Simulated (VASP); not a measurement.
Runs of VASP 6.6.1 on CdS. The structure is that of space group Fm-3m (No. 225), or close to it. The cells are those of the table. 

```csv
cell,k mesh,gap on the mesh (eV),pressure (GPa)
"a = 3.902 Å, angles 60.0°, 2 atoms",4 × 4 × 4,0.23,-0.2
"a = 3.880 Å, angles 119.7, 119.7, 90.6°, 2 atoms",5 × 5 × 5,0.73,(a)
"a = 3.901 Å, angles 60.0°, 2 atoms",4 × 4 × 4,0.23,-0.1
"a = 3.890 Å, angles 119.8, 119.8, 90.4°, 2 atoms",5 × 5 × 5,0.73,0.0
```

Alike in all rows: task single point; level PBE; potentials or basis VASP PAW PBE potentials, release 64 (Cd, S); no spin polarisation; cutoff (eV) 500; smearing gaussian 0.15 eV.

Estimate the missing entries.

(a) 0.5.

Caveats: all runs use coarse meshes.

A k mesh can miss the band edges, and the runs leave out spin-orbit coupling on Cd.
